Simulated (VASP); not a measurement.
# GaN (P6_3mc) in VASP: relaxation of cell and atoms with r2SCAN

Aim: the relaxation of cell and atoms of GaN with r2SCAN.

All numbers are computed with VASP 6.6.1; they aren't measurements. Logs are shortened: lines on timing, memory, paths and dates and some standing lists are left out, and cuts for length are marked.

## (1) The cell of the first run

The structure is hexagonal, space group P6_3mc (No. 186). The conventional cell has a = 3.180 Å, b = 3.180 Å, c = 5.166 Å, α = 90.00°, β = 90.00°, γ = 120.00°. Ga (site symmetry 3m) has 4 N at 1.94 to 1.95 Å within 2.6 Å. N (site symmetry 3m) has 4 Ga at 1.94 to 1.95 Å within 2.6 Å.

## (2) Relaxation of cell and atoms, r2SCAN

The input, POSCAR:

```
GaN
1.0
    3.1800000000      0.0000000000      0.0000000000
   -1.5900000000      2.7539607840      0.0000000000
    0.0000000000      0.0000000000      5.1660000000
Ga N
2 2
Direct
    0.3333333333      0.6666666667      0.0000000000
    0.6666666667      0.3333333333      0.5000000000
    0.3333333333      0.6666666667      0.3750000000
    0.6666666667      0.3333333333      0.8750000000
```

The input, INCAR.step1:

```
PREC = Accurate
ENCUT = 600
ISMEAR = -1
SIGMA = 0.1
LREAL = F
LASPH = T
NELM = 100
GGA = PE
ALGO = Normal
EDIFF = 1E-4
LWAVE = T
LCHARG = F
```

The input, INCAR.step2:

```
PREC = Accurate
ENCUT = 600
EDIFF = 1E-7
ISMEAR = -1
SIGMA = 0.1
LREAL = F
LASPH = T
NELM = 100
ALGO = Normal
ISIF = 3
LWAVE = F
LCHARG = F
METAGGA = R2SCAN
LMIXTAU = T
IBRION = 2
NSW = 100
EDIFFG = -0.002
ISTART = 1
```

The input, KPOINTS:

```
regular mesh
0
Gamma
  10 10 6
```

Potentials or basis: VASP PAW PBE potentials, release 64 (Ga_d, N).

Command:

```console
$ cat potpaw_PBE.64/Ga_d/POTCAR potpaw_PBE.64/N/POTCAR > POTCAR
$ cp INCAR.step1 INCAR
$ mpirun -np 1 vasp_std > vasp.out
$ cp INCAR.step2 INCAR
$ mpirun -np 1 vasp_std > vasp.out
```

OUTCAR:

```text
PREC = Accurate
   ENCUT = 600
   EDIFF = 1E-7
   ISMEAR = -1
   LREAL = F
   LASPH = T
   NELM = 100
   ISIF = 3
   METAGGA = R2SCAN
   IBRION = 2
   NSW = 100
   EDIFFG = -0.002
   ISTART = 1

 ion  position               nearest neighbor table
   1  0.333  0.667  0.000-   3 1.94   4 1.95   4 1.95   4 1.95
   2  0.667  0.333  0.500-   4 1.94   3 1.95   3 1.95   3 1.95
   3  0.333  0.667  0.375-   1 1.94   2 1.95   2 1.95   2 1.95
   4  0.667  0.333  0.875-   2 1.94   1 1.95   1 1.95   1 1.95

  LATTYP: Found a hexagonal cell.
 ALAT       =     3.1800000000
 C/A-ratio  =     1.6245283019

  Lattice vectors:

 A1 = (   3.1800000000,   0.0000000000,   0.0000000000)
 A2 = (  -1.5900000000,   2.7539607840,   0.0000000000)
 A3 = (   0.0000000000,   0.0000000000,   5.1660000000)

Analysis of symmetry for initial positions (statically):
=====================================================================
 Subroutine PRICEL returns:
 Original cell was already a primitive cell.

 Routine SETGRP: Setting up the symmetry group for a
 hexagonal supercell.

 Subroutine GETGRP returns: Found 12 space group operations
 (whereof  6 operations were pure point group operations)
 out of a pool of 24 trial point group operations.

The static configuration has the point symmetry C_3v.
 The point group associated with its full space group is C_6v.

Analysis of symmetry for dynamics (positions and initial velocities):
=====================================================================
 Subroutine PRICEL returns:
 Original cell was already a primitive cell.

 Routine SETGRP: Setting up the symmetry group for a
 hexagonal supercell.

 Subroutine GETGRP returns: Found 12 space group operations
 (whereof  6 operations were pure point group operations)
 out of a pool of 24 trial point group operations.

The dynamic configuration has the point symmetry C_3v.
 The point group associated with its full space group is C_6v.

 Subroutine INISYM returns: Found 12 space group operations
 (whereof  6 operations are pure point group operations),
 and found     1 'primitive' translations

----------------------------------------------------------------------------------------

                                     Primitive cell

  volume of cell :      45.2417

  direct lattice vectors                    reciprocal lattice vectors
     3.180000000  0.000000000  0.000000000     0.314465409  0.181556688  0.000000000
    -1.590000000  2.753960784  0.000000000     0.000000000  0.363113377  0.000000000
     0.000000000  0.000000000  5.166000000     0.000000000  0.000000000  0.193573364

  length of vectors
     3.180000000  3.180000000  5.166000000     0.363113377  0.363113377  0.193573364

  position of ions in fractional coordinates (direct lattice)
     0.333333333  0.666666667  0.000000000
     0.666666667  0.333333333  0.500000000
     0.333333333  0.666666667  0.375000000
     0.666666667  0.333333333  0.875000000

  ion indices of the primitive-cell ions
   primitive index   ion index
                 1           1
                 2           2
                 3           3
                 4           4

----------------------------------------------------------------------------------------

 KPOINTS: regular mesh

Automatic generation of k-mesh.
 Grid dimensions read from file:
 generate k-points for:   10   10    6

 Generating k-lattice:

  Cartesian coordinates                     Fractional coordinates (reciprocal lattice)
     0.031446541  0.018155669  0.000000000     0.100000000 -0.000000000  0.000000000
     0.000000000  0.036311338  0.000000000     0.000000000  0.100000000  0.000000000
     0.000000000  0.000000000  0.032262227     0.000000000  0.000000000  0.166666667

  Length of vectors
     0.036311338  0.036311338  0.032262227

  Shift w.r.t. Gamma in fractional coordinates (k-lattice)
     0.000000000  0.000000000  0.000000000

 Subroutine IBZKPT returns following result:
 ===========================================

 Found     56 irreducible k-points:

 Following reciprocal coordinates:
            Coordinates               Weight
  0.000000  0.000000  0.000000      1.000000
  0.100000  0.000000  0.000000      6.000000
  0.200000  0.000000  0.000000      6.000000
  0.300000  0.000000  0.000000      6.000000
  0.400000  0.000000  0.000000      6.000000
  0.500000  0.000000  0.000000      3.000000
[... 16 lines left out ...]
  0.300000  0.100000  0.166667     24.000000
  0.400000  0.100000  0.166667     24.000000
 [... further k-points ...]
   k-points           NKPTS =     56   k-points in BZ     NKDIM =     56   number of bands    NBANDS=     22
   number of dos      NEDOS =    301   number of ions     NIONS =      4
   total plane-waves  NPLWV =  32928
   dimension x,y,z NGX =    28 NGY =   28 NGZ =   42
   dimension x,y,z NGXF=    56 NGYF=   56 NGZF=   84
   ions per type =               2   2
   NGX,Y,Z   is equivalent  to a cutoff of  14.64, 14.64, 13.52 a.u.
   NGXF,Y,Z  is equivalent  to a cutoff of  29.28, 29.28, 27.03 a.u.
 SYSTEM =  unknown system
   PREC   = accura    normal or accurate (medium, high low for compatibility)
   ISTART =      1    job   : 0-new  1-cont  2-samecut
   ICHARG =      0    charge: 1-file 2-atom 10-const
   ISPIN  =      1    spin polarized calculation?
   LNONCOLLINEAR =      F non collinear calculations
   LSORBIT =      F    spin-orbit coupling
   LASPH  =      T    aspherical Exc in radial PAW
   ENCUT  =  600.0 eV  44.10 Ry    6.64 a.u.   6.35  6.35 10.32*2*pi/ulx,y,z
   NELM   =    100;   NELMIN=  2; NELMDL=  0     # of ELM steps
   EDIFF  = 0.1E-06   stopping-criterion for ELM
   LREAL  =      F    real-space projection
   EDIFFG = -.2E-02   stopping-criterion for IOM
   NSW    =    100    number of steps for IOM
   IBRION =      2    ionic relax: 0-MD 1-quasi-New 2-CG
   NFREE  =      1    steps in history (QN), initial steepest desc. (CG)
   ISIF   =      3    stress and relaxation
   ISYM   =      2    0-nonsym 1-usesym 2-fastsym
   POTIM  = 0.5000    time-step for ionic-motion
   TEBEG  =    0.0;   TEEND  =   0.0 temperature during run
   PSTRESS=    0.0 pullay stress
   NELECT =      36.0000    total number of electrons
   NUPDOWN=      -1.0000    fix difference up-down
   EMIN   =  10.00;   EMAX   =-10.00  energy-range for DOS
   EFERMI =   0.00;   METHOD = LEGACY
   ISMEAR =    -1;   SIGMA  =   0.10  broadening in eV -4-tet -1-fermi 0-gaus
   EFERMI_NEDOS =   21; number of points for ismear=-14 and -15
   IALGO  =     38    algorithm
   IMIX   =      4    mixing-type and parameters
     AMIX     =   0.40;   BMIX     =  1.00
     AMIX_MAG =   1.60;   BMIX_MAG =  1.00
  volume/ion in A,a.u.               =      11.31        76.33
  Fermi-wavevector in a.u.,A,eV,Ry     =   1.517036  2.866782 31.312427  2.301398
  Thomas-Fermi vector in A             =   2.626345
   LORBIT       =      0    0 simple, 1 ext, 2 COOP (PROOUT), +10 PAW based schemes
   METAGGA = R2SCAN    functional components
   LHFCALC =     F    Hartree Fock is set to
   AEXX    =    0.0000 exact exchange contribution
   IVDW    =     0    specifies the selected vdW correction
   LEPSILON=     F    determine dielectric tensor
   LRPA    =     F    only Hartree local field effects (RPA)
 conjugate gradient relaxation of ions
 non-spin polarized calculation
  energy-cutoff  :      600.00
  volume of cell :       45.24
 maximum number of plane-waves:      1526
 NGX is ok and might be reduce to    28
   NGX = 13   NGY = 13   NGZ = 21

--------------------------------------- Ionic step        1  -------------------------------------------

 number of electron      35.9999995 magnetization

 Free energy of the ion-electron system (eV)
  ---------------------------------------------------
  ext. energy  EPLUGINS =         0.00000000
  ---------------------------------------------------
  free energy    TOTEN  =       -43.81803153 eV

  energy without entropy =      -43.81803132  energy(sigma->0) =      -43.81803142

------------------------ aborting loop because EDIFF is reached ----------------------------------------

  FORCE on cell =-STRESS in cart. coord.  units (eV):
  Direction    XX          YY          ZZ          XY          YZ          ZX
  --------------------------------------------------------------------------------------
  -------------------------------------------------------------------------------------
  Total        0.4179579      0.4179579      1.0314663      0.0000000      0.0000000      0.0000000
  in kB       14.8014363     14.8014363     36.5280377      0.0000000      0.0000000      0.0000000
  external PRESSURE =      22.0436367 kB  Pullay stress =       0.0000000 kB
[... 289 lines left out ...]
  energy  without entropy=      -43.8231664635  energy(sigma->0) =      -43.82316662

--------------------------------------- Ionic step        9  -------------------------------------------

 number of electron      35.9999997 magnetization

 Free energy of the ion-electron system (eV)
  ---------------------------------------------------
  ext. energy  EPLUGINS =         0.00000000
  ---------------------------------------------------
  free energy    TOTEN  =       -43.82316983 eV

  energy without entropy =      -43.82316952  energy(sigma->0) =      -43.82316968

 E-fermi :   6.3186     XC(G=0): -12.6301

 val. band max:        5.0403664434   @ k =   0.0000   0.0000   0.0000
 cond. band min:       7.3438679706   @ k =   0.0000   0.0000   0.0000
 fundamental gap:      2.3035015271
 Fermi energy:         6.3185574413

 k-point     1 :       0.0000    0.0000    0.0000
  band No.  band energies     occupation
      1     -11.7239      2.00000
      2     -10.7353      2.00000
      3      -8.7855      2.00000
      4      -8.7706      2.00000
      5      -8.7705      2.00000
      6      -8.7033      2.00000
[... 574 lines left out ...]
      6      -8.5423      2.00000
[... 14 lines left out ...]
     21      12.6054      0.00000
     22      13.8534      0.00000

 [... further k-points ...]

------------------------ aborting loop because EDIFF is reached ----------------------------------------

  FORCE on cell =-STRESS in cart. coord.  units (eV):
  Direction    XX          YY          ZZ          XY          YZ          ZX
  --------------------------------------------------------------------------------------
  -------------------------------------------------------------------------------------
  Total        0.0048045      0.0048045     -0.0065574      0.0000000      0.0000000      0.0000000
  in kB        0.1682806      0.1682806     -0.2296778      0.0000000      0.0000000      0.0000000
  external PRESSURE =       0.0356278 kB  Pullay stress =       0.0000000 kB
[... 19 lines left out ...]
  FREE ENERGIE OF THE ION-ELECTRON SYSTEM (eV)
  ---------------------------------------------------
  free  energy   TOTEN  =       -43.8231698338 eV

  energy  without entropy=      -43.8231695213  energy(sigma->0) =      -43.82316968

 reached required accuracy - stopping structural energy minimisation
```

It took 13 min on 1 thread of Intel Xeon 6975P-C (Granite Rapids), shared host; peak memory 0.23 GiB.

Results:

```
Free energy                           : -43.8232 eV
Relaxed volume                        : 11.44 Å³/atom
Relaxed cell                          : a = 3.189 Å, b = 3.189 Å, c = 5.195 Å, α = 90.00°, β = 90.00°, γ = 120.00°
Space group after relaxing (to 0.1 Å) : P6_3mc (No. 186)
Energy gained by relaxing             : 1.3 meV/atom
Ionic steps                           : 9
Pressure after relaxing               : 0.0 GPa
Band gap on the k mesh                : 2.30 eV
```

Step by step:
| step | energy change (eV) | largest force (eV/Å) | pressure (GPa) | volume (Å³) |
| --- | --- | --- | --- | --- |
| 1 | 0.0000 | 0.1447 | 2.20 | 45.24 |
| 2 | 0.0000 | 0.0947 | -2.15 | 46.27 |
| 3 | -0.0051 | 0.0180 | -0.01 | 45.74 |
| 4 | -0.0051 | 0.0155 | -0.04 | 45.75 |
| 5 | -0.0051 | 0.0028 | 0.00 | 45.74 |
| 6 | -0.0051 | 0.0019 | 0.02 | 45.74 |
| 7 | -0.0051 | 0.0030 | 0.03 | 45.74 |
| 8 | -0.0051 | 0.0025 | -0.02 | 45.75 |
| 9 | -0.0051 | 0.0008 | 0.00 | 45.74 |

Final structure:
```cif
data_structure
_symmetry_space_group_name_H-M 'P 1'
_symmetry_Int_Tables_number 1
_cell_length_a 3.1888
_cell_length_b 3.1888
_cell_length_c 5.1946
_cell_angle_alpha 90.000
_cell_angle_beta 90.000
_cell_angle_gamma 120.000
_cell_volume 45.74
loop_
_atom_site_label
_atom_site_type_symbol
_atom_site_fract_x
_atom_site_fract_y
_atom_site_fract_z
_atom_site_occupancy
Ga1 Ga 0.33333 0.66667 0.99911 1
Ga2 Ga 0.66667 0.33333 0.49911 1
N1 N 0.33333 0.66667 0.37589 1
N2 N 0.66667 0.33333 0.87589 1
```

Caveat: the PAW data sets were made with another functional, which shifts forces and pressure a little. Zero-point motion and thermal expansion aren't in these numbers.
